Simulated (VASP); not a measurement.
# BaS (zincblende type) (F-43m) in VASP: a series of runs

Aim: see how the results for BaS (zincblende type) move with the level of theory and the settings. Levels: LDA, PBE, PBEsol. Tasks: single point.

All numbers are computed with VASP 6.6.1; they aren't measurements. Logs are shortened: lines on timing, memory, paths and dates and some standing lists are left out, and cuts for length are marked.

## (1) The cell of the first run

The structure is cubic, space group F-43m (No. 216). The conventional cell has a = 6.866 Å, b = 6.866 Å, c = 6.866 Å, α = 90.00°, β = 90.00°, γ = 90.00°. Within 3.9 Å of Ba (site symmetry -43m) lie 4 S at 2.97 Å. Within 3.9 Å of S (site symmetry -43m) lie 4 Ba at 2.97 Å.

## (2) Single point, LDA

Input file INCAR:

```
  PREC = Accurate
  ENCUT = 520
  EDIFF = 1E-7
  ISMEAR = -1
  SIGMA = 0.08
  LREAL = F
  LASPH = T
  NELM = 80
  ALGO = Normal
  ISIF = 2
  LWAVE = F
  LCHARG = F
  NBANDS = 15
```

Input file KPOINTS:

```
Automatic mesh
0
Gamma
  9 9 9
```

Input file POSCAR:

```
BaS
1.0
    0.0000000000      3.4329685513      3.4329685513
    3.4329685513      0.0000000000      3.4329685513
    3.4329685513      3.4329685513      0.0000000000
Ba S
1 1
Direct
    0.0000000000      0.0000000000      0.0000000000
    0.2500000000      0.2500000000      0.2500000000
```

Potentials or basis: VASP PAW LDA potentials, release 64 (Ba_sv, S).

Launch:

```
$ cat potpaw_LDA.64/Ba_sv/POTCAR potpaw_LDA.64/S/POTCAR > POTCAR
$ mpirun -np 1 vasp_std > vasp.out
```

OUTCAR:

```text
PREC = Accurate
   ENCUT = 520
   EDIFF = 1E-7
   ISMEAR = -1
   LREAL = F
   LASPH = T
   NELM = 80
   ISIF = 2

 ion  position               nearest neighbor table
   1  0.000  0.000  0.000-   2 2.97   2 2.97   2 2.97   2 2.97
   2  0.250  0.250  0.250-   1 2.97   1 2.97   1 2.97   1 2.97

  LATTYP: Found a face centered cubic cell.
 ALAT       =     6.8659371026

  Lattice vectors:

 A1 = (   0.0000000000,   3.4329685513,   3.4329685513)
 A2 = (   3.4329685513,   0.0000000000,   3.4329685513)
 A3 = (   3.4329685513,   3.4329685513,   0.0000000000)

Analysis of symmetry for initial positions (statically):
=====================================================================
 Subroutine PRICEL returns:
 Original cell was already a primitive cell.

 Routine SETGRP: Setting up the symmetry group for a
 face centered cubic supercell.

 Subroutine GETGRP returns: Found 24 space group operations
 (whereof 24 operations were pure point group operations)
 out of a pool of 48 trial point group operations.

The static configuration has the point symmetry T_d .

Analysis of symmetry for dynamics (positions and initial velocities):
=====================================================================
 Subroutine PRICEL returns:
 Original cell was already a primitive cell.

 Routine SETGRP: Setting up the symmetry group for a
 face centered cubic supercell.

 Subroutine GETGRP returns: Found 24 space group operations
 (whereof 24 operations were pure point group operations)
 out of a pool of 48 trial point group operations.

The dynamic configuration has the point symmetry T_d .

 Subroutine INISYM returns: Found 24 space group operations
 (whereof 24 operations are pure point group operations),
 and found     1 'primitive' translations

----------------------------------------------------------------------------------------

                                     Primitive cell

  volume of cell :      80.9169

  direct lattice vectors                    reciprocal lattice vectors
     0.000000000  3.432968551  3.432968551    -0.145646542  0.145646542  0.145646542
     3.432968551  0.000000000  3.432968551     0.145646542 -0.145646542  0.145646542
     3.432968551  3.432968551  0.000000000     0.145646542  0.145646542 -0.145646542

  length of vectors
     4.854950684  4.854950684  4.854950684     0.252267212  0.252267212  0.252267212

  position of ions in fractional coordinates (direct lattice)
     0.000000000  0.000000000  0.000000000
     0.250000000  0.250000000  0.250000000
[... 86 lines left out ...]
   TEBEG  =    0.0;   TEEND  =   0.0 temperature during run
   PSTRESS=    0.0 pullay stress
   NELECT =      16.0000    total number of electrons
   NUPDOWN=      -1.0000    fix difference up-down
   EMIN   =  10.00;   EMAX   =-10.00  energy-range for DOS
   EFERMI =   0.00;   METHOD = LEGACY
   ISMEAR =    -1;   SIGMA  =   0.08  broadening in eV -4-tet -1-fermi 0-gaus
   EFERMI_NEDOS =   21; number of points for ismear=-14 and -15
   IALGO  =     38    algorithm
   IMIX   =      4    mixing-type and parameters
     AMIX     =   0.40;   BMIX     =  1.00
     AMIX_MAG =   1.60;   BMIX_MAG =  1.00
  volume/ion in A,a.u.               =      40.46       273.03
  Fermi-wavevector in a.u.,A,eV,Ry     =   0.953751  1.802328 12.376416  0.909641
  Thomas-Fermi vector in A             =   2.082435
   LORBIT       =      0    0 simple, 1 ext, 2 COOP (PROOUT), +10 PAW based schemes
   GGA     = CA    functional components
   LHFCALC =     F    Hartree Fock is set to
   AEXX    =    0.0000 exact exchange contribution
   IVDW    =     0    specifies the selected vdW correction
   LEPSILON=     F    determine dielectric tensor
   LRPA    =     F    only Hartree local field effects (RPA)
 non-spin polarized calculation
  energy-cutoff  :      520.00
  volume of cell :       80.92
 maximum number of plane-waves:      2195
   NGX = 17   NGY = 17   NGZ = 17

 number of electron      16.0000000 magnetization

 Free energy of the ion-electron system (eV)
  ---------------------------------------------------
  ext. energy  EPLUGINS =         0.00000000
  ---------------------------------------------------
  free energy    TOTEN  =       -10.53285092 eV

  energy without entropy =      -10.53285091  energy(sigma->0) =      -10.53285092

 E-fermi :   1.3545     XC(G=0):  -7.8825

 val. band max:       -0.1246891989   @ k =  -0.3333   0.4444   0.2222
 cond. band min:       2.4467755066   @ k =   0.0000   0.0000   0.0000
 fundamental gap:      2.5714647055
 Fermi energy:         1.3545447659

 k-point     1 :       0.0000    0.0000    0.0000
  band No.  band energies     occupation
      1     -25.9188      2.00000
      2     -11.1359      2.00000
      3     -11.1359      2.00000
      4     -11.1359      2.00000
      5     -10.0719      2.00000
      6      -0.9327      2.00000
      7      -0.9327      2.00000
      8      -0.9327      2.00000
      9       2.4468      0.00000
     10       4.9125      0.00000
     11       4.9125      0.00000
     12       6.9892      0.00000
     13       6.9892      0.00000
     14       6.9892      0.00000
[... 401 lines left out ...]
      2     -12.0946      2.00000
      3     -11.2682      2.00000
      4     -11.2682      2.00000
      5      -8.9893      2.00000
      6      -1.3919      2.00000
      7      -0.1272      2.00000
      8      -0.1272      2.00000
      9       3.1090      0.00000
     10       4.4820      0.00000
     11       6.3042      0.00000
     12       6.3584      0.00000
     13       6.3584      0.00000
     14       7.9967      0.00000
     15       9.6932      0.00000

 [... further k-points ...]

------------------------ aborting loop because EDIFF is reached ----------------------------------------

  FORCE on cell =-STRESS in cart. coord.  units (eV):
  Direction    XX          YY          ZZ          XY          YZ          ZX
  --------------------------------------------------------------------------------------
  -------------------------------------------------------------------------------------
  Total        0.2973864      0.2973864      0.2973864      0.0000000      0.0000000      0.0000000
  in kB        5.8883316      5.8883316      5.8883316      0.0000000      0.0000000      0.0000000
  external PRESSURE =       5.8883316 kB  Pullay stress =       0.0000000 kB

 VOLUME and BASIS-vectors are now :
 -----------------------------------------------------------------------------
  energy-cutoff  :      520.00
  volume of cell :       80.92
      direct lattice vectors                 reciprocal lattice vectors
     0.000000000  3.432968551  3.432968551    -0.145646542  0.145646542  0.145646542
     3.432968551  0.000000000  3.432968551     0.145646542 -0.145646542  0.145646542
     3.432968551  3.432968551  0.000000000     0.145646542  0.145646542 -0.145646542

 POSITION                                       TOTAL-FORCE (eV/Angst)
 -----------------------------------------------------------------------------------
      0.00000      0.00000      0.00000         0.000000      0.000000      0.000000
      1.71648      1.71648      1.71648        -0.000000     -0.000000     -0.000000
 -----------------------------------------------------------------------------------
    total drift:                                0.000000      0.000000     -0.000000

  FREE ENERGIE OF THE ION-ELECTRON SYSTEM (eV)
  ---------------------------------------------------
  free  energy   TOTEN  =       -10.5328509220 eV

  energy  without entropy=      -10.5328509105  energy(sigma->0) =      -10.53285092
```

OSZICAR:

```text
N       E                     dE             d eps       ncg     rms          rms(c)
DAV:   1     0.900395451489E+02    0.90040E+02   -0.65599E+03  1050   0.902E+02
DAV:   2    -0.503949937437E+01   -0.95079E+02   -0.85787E+02  1447   0.164E+02
DAV:   3    -0.114027153699E+02   -0.63632E+01   -0.63111E+01  1470   0.466E+01
DAV:   4    -0.115606580873E+02   -0.15794E+00   -0.15789E+00  1503   0.724E+00
DAV:   5    -0.115623526783E+02   -0.16946E-02   -0.16946E-02  1521   0.669E-01    0.559E+00
DAV:   6    -0.106201970454E+02    0.94216E+00   -0.12814E+00  1225   0.613E+00    0.389E+00
DAV:   7    -0.105461465175E+02    0.74051E-01   -0.29254E-01  1328   0.261E+00    0.239E+00
DAV:   8    -0.105329641305E+02    0.13182E-01   -0.39962E-02  1302   0.115E+00    0.383E-01
DAV:   9    -0.105318607604E+02    0.11034E-02   -0.75673E-03  1372   0.529E-01    0.306E-01
DAV:  10    -0.105328651148E+02   -0.10044E-02   -0.48792E-04  1141   0.144E-01    0.541E-02
DAV:  11    -0.105328474320E+02    0.17683E-04   -0.27116E-04  1309   0.916E-02    0.405E-02
DAV:  12    -0.105328543339E+02   -0.69020E-05   -0.76960E-05  1351   0.416E-02    0.299E-02
DAV:  13    -0.105328508486E+02    0.34853E-05   -0.10554E-05  1386   0.173E-02    0.144E-02
DAV:  14    -0.105328509734E+02   -0.12479E-06   -0.59631E-07  1323   0.477E-03    0.123E-03
DAV:  15    -0.105328509220E+02    0.51428E-07   -0.21225E-07  1323   0.256E-03
   1 F= -.10532851E+02 E0= -.10532851E+02  d E =-.114565E-07
```

stdout:

```text
POSCAR found type information on POSCAR BaS
 POSCAR found :  2 types and       2 ions
 scaLAPACK will be used
 LDA part: xc-table for (Slater(with rela. corr.)+CA(PZ))
 , standard interpolation
 POSCAR, INCAR and KPOINTS ok, starting setup
 FFT: planning ... GRIDC
 FFT: planning ... GRID_SOFT
 FFT: planning ... GRID
 WAVECAR not read
 entering main loop
```

Wall time 15 s (1 thread of Intel Xeon 6975P-C (Granite Rapids), shared host); peak memory 0.19 GiB.

Results:

```yaml
Free_energy: -10.5329 eV
Pressure: 0.6 GPa
Band_gap_on_the_k_mesh: 2.57 eV (least direct gap 3.21 eV)
```

Levels at points of the mesh, in eV from the valence-band top:
```csv
k point,band 4,band 5,band 6,band 7,band 8,band 9,band 10,band 11,band 12,band 13
"(0.00, 0.00, 0.00)",-11.01,-9.95,-0.81,-0.81,-0.81,2.57,5.04,5.04,7.11,7.11
```

Caveat: spin-orbit coupling is left out, which moves the levels of the heavy elements; an odd mesh through Γ misses points on the zone boundary, where band edges can lie.

## (3) Single point, PBE

This run uses another cell than the first one, of 43.47 Å³/atom.

Input file INCAR:

```
PREC = Accurate ; ENCUT = 520
EDIFF = 1E-7 ; ISMEAR = -1
SIGMA = 0.08 ; LREAL = False
LASPH = True ; NELM = 100
ALGO = Normal ; ISIF = 2
LWAVE = False ; LCHARG = False
GGA = PE ; NBANDS = 15
```

KPOINTS is that of step 2.

Input file POSCAR:

```
BaS
1.0
    0.0000000000      3.5161364223      3.5161364223
    3.5161364223      0.0000000000      3.5161364223
    3.5161364223      3.5161364223      0.0000000000
Ba S
1 1
Direct
    0.0000000000      0.0000000000      0.0000000000
    0.2500000000      0.2500000000      0.2500000000
```

Potentials or basis: VASP PAW PBE potentials, release 64 (Ba_sv, S).

Launch:

```
$ cat potpaw_PBE.64/Ba_sv/POTCAR potpaw_PBE.64/S/POTCAR > POTCAR
$ mpirun -np 1 vasp_std > vasp.out
```

Run time: 29 s. Hardware: 1 thread of Intel Xeon 6975P-C (Granite Rapids), shared host; peak memory 0.25 GiB.

It converged, with:

| Quantity | Value |
| --- | --- |
| Free energy | -9.7331 eV |
| Pressure | 0.5 GPa |
| Band gap on the k mesh | 2.79 eV (least direct gap 3.45 eV) |

Levels at points of the mesh, in eV from the valence-band top:
| k point | band 4 | band 5 | band 6 | band 7 | band 8 | band 9 | band 10 | band 11 | band 12 | band 13 |
| --- | --- | --- | --- | --- | --- | --- | --- | --- | --- | --- |
| (0.00, 0.00, 0.00) | -11.24 | -9.89 | -0.65 | -0.65 | -0.65 | 2.79 | 5.08 | 5.08 | 7.01 | 7.01 |

Caveat: spin-orbit coupling is left out, which moves the levels of the heavy elements; an odd mesh through Γ misses points on the zone boundary, where band edges can lie.

## (4) Single point, LDA

This run uses another cell than the first one, of 43.47 Å³/atom.

Input file INCAR:

```
PREC = Accurate
ENCUT = 520
EDIFF = 1E-6
ISMEAR = -1
SIGMA = 0.08
LREAL = F
LASPH = T
NELM = 80
ALGO = Normal
ISIF = 2
LWAVE = F
LCHARG = T
GGA = CA
LELF = T
LVHAR = T
NBANDS = 15
```

Input file KPOINTS:

```
regular mesh
0
Gamma
  9 9 9
```

POSCAR is that of step 3.

Potentials or basis: VASP PAW LDA potentials, release 64 (Ba_sv, S).

Launch:

```
$ cat potpaw_LDA.64/Ba_sv/POTCAR potpaw_LDA.64/S/POTCAR > POTCAR
$ mpirun -np 1 vasp_std > vasp.out
```

Run time: 25 s. Hardware: 1 thread of Intel Xeon 6975P-C (Granite Rapids), shared host; peak memory 0.21 GiB.

It converged, with:

```
Free energy            : -10.5127 eV
Pressure               : -1.6 GPa
Band gap on the k mesh : 2.48 eV (least direct gap 3.15 eV)
```

Levels at points of the mesh, in eV from the valence-band top:
| k point | band 6 | band 7 | band 8 | band 9 | band 10 | band 11 |
| --- | --- | --- | --- | --- | --- | --- |
| (0.00, 0.00, 0.00) | -0.67 | -0.67 | -0.67 | 2.48 | 4.95 | 4.95 |

Caveat: spin-orbit coupling is left out, which moves the levels of the heavy elements; an odd mesh through Γ misses points on the zone boundary, where band edges can lie.

## (5) Single point, PBEsol

This run uses another cell than the first one, of 43.47 Å³/atom.

Input file INCAR:

```
SYSTEM = BaS
PREC = Accurate
ENCUT = 520
EDIFF = 1E-6
ISMEAR = -1
SIGMA = 0.08
LREAL = .False.
LASPH = .True.
NELM = 60
ALGO = Normal
ISIF = 2
LWAVE = .False.
LCHARG = .True.
GGA = PS
LELF = .True.
LVHAR = .True.
NBANDS = 15
```

Input file KPOINTS:

```
Automatic mesh
0
Gamma
  9 9 9
  0 0 0
```

POSCAR is that of step 4.

Potentials or basis: VASP PAW PBE potentials, release 64 (Ba_sv, S).

Launch:

```
$ cat potpaw_PBE.64/Ba_sv/POTCAR potpaw_PBE.64/S/POTCAR > POTCAR
$ mpirun -np 1 vasp_std > vasp.out
```

OUTCAR:

```text
SYSTEM = BaS
   PREC = Accurate
   ENCUT = 520
   EDIFF = 1E-6
   ISMEAR = -1
   LREAL = .False.
   LASPH = .True.
   NELM = 60
   ISIF = 2
   GGA = PS

 ion  position               nearest neighbor table
   1  0.000  0.000  0.000-   2 3.05   2 3.05   2 3.05   2 3.05
   2  0.250  0.250  0.250-   1 3.05   1 3.05   1 3.05   1 3.05

  LATTYP: Found a face centered cubic cell.
 ALAT       =     7.0322728446

  Lattice vectors:

[... 618 lines left out ...]

------------------------ aborting loop because EDIFF is reached ----------------------------------------

  FORCE on cell =-STRESS in cart. coord.  units (eV):
  Direction    XX          YY          ZZ          XY          YZ          ZX
  --------------------------------------------------------------------------------------
  -------------------------------------------------------------------------------------
  Total       -0.3725475     -0.3725475     -0.3725475      0.0000000      0.0000000      0.0000000
  in kB       -6.8653876     -6.8653876     -6.8653876      0.0000000      0.0000000      0.0000000
  external PRESSURE =      -6.8653876 kB  Pullay stress =       0.0000000 kB

 VOLUME and BASIS-vectors are now :
 -----------------------------------------------------------------------------
  energy-cutoff  :      520.00
  volume of cell :       86.94
      direct lattice vectors                 reciprocal lattice vectors
     0.000000000  3.516136422  3.516136422    -0.142201536  0.142201536  0.142201536
     3.516136422  0.000000000  3.516136422     0.142201536 -0.142201536  0.142201536
     3.516136422  3.516136422  0.000000000     0.142201536  0.142201536 -0.142201536

 POSITION                                       TOTAL-FORCE (eV/Angst)
 -----------------------------------------------------------------------------------
      0.00000      0.00000      0.00000        -0.000000     -0.000000      0.000000
      1.75807      1.75807      1.75807         0.000000      0.000000     -0.000000
 -----------------------------------------------------------------------------------
    total drift:                                0.000000      0.000000      0.000000

  FREE ENERGIE OF THE ION-ELECTRON SYSTEM (eV)
  ---------------------------------------------------
  free  energy   TOTEN  =       -10.1549588749 eV

  energy  without entropy=      -10.1549588675  energy(sigma->0) =      -10.15495887
```

stdout:

```text
POSCAR found type information on POSCAR BaS
 POSCAR found :  2 types and       2 ions
 scaLAPACK will be used
 -----------------------------------------------------------------------------
|                                                                             |
|                                                                             |
|     You enforced a specific xc type in the INCAR file but a different       |
|     I HOPE YOU KNOW WHAT YOU ARE DOING!                                     |
|                                                                             |
 -----------------------------------------------------------------------------

 LDA part: xc-table for (Slater+PW92), standard interpolation
 POSCAR, INCAR and KPOINTS ok, starting setup
 FFT: planning ... GRIDC
 FFT: planning ... GRID_SOFT
 FFT: planning ... GRID
 WAVECAR not read
 entering main loop
```

Wall time 26 s (1 thread of Intel Xeon 6975P-C (Granite Rapids), shared host); peak memory 0.25 GiB.

Results:

```
Free energy            : -10.1550 eV
Pressure               : -0.7 GPa
Band gap on the k mesh : 2.66 eV (least direct gap 3.32 eV)
```

Caveat: the PAW data sets were made with another functional, which shifts forces and pressure a little; spin-orbit coupling is left out, which moves the levels of the heavy elements; an odd mesh through Γ misses points on the zone boundary, where band edges can lie.

## (6) Overview

```tsv
level	potentials or basis	cell	gap on the mesh (eV)	pressure (GPa)
LDA	VASP PAW LDA potentials, release 64 (Ba_sv, S)	a = 4.855 Å, angles 60.0°, 2 atoms	2.57	0.6
PBE	VASP PAW PBE potentials, release 64 (Ba_sv, S)	a = 4.973 Å, angles 60.0°, 2 atoms	2.79	0.5
LDA	VASP PAW LDA potentials, release 64 (Ba_sv, S)	a = 4.973 Å, angles 60.0°, 2 atoms	2.48	-1.6
PBEsol	VASP PAW PBE potentials, release 64 (Ba_sv, S)	a = 4.973 Å, angles 60.0°, 2 atoms	2.66	-0.7
```

Alike in all rows: task single point; no spin polarisation; k mesh 9 × 9 × 9; cutoff (eV) 520; smearing fermi-dirac 0.08 eV.

Caveats: spin-orbit coupling is left out, which moves the levels of the heavy elements; an odd mesh through Γ misses points on the zone boundary, where band edges can lie; the PAW data sets were made with another functional, which shifts forces and pressure a little (at least some runs).

Absolute energies hang on the potentials; compare differences alone.
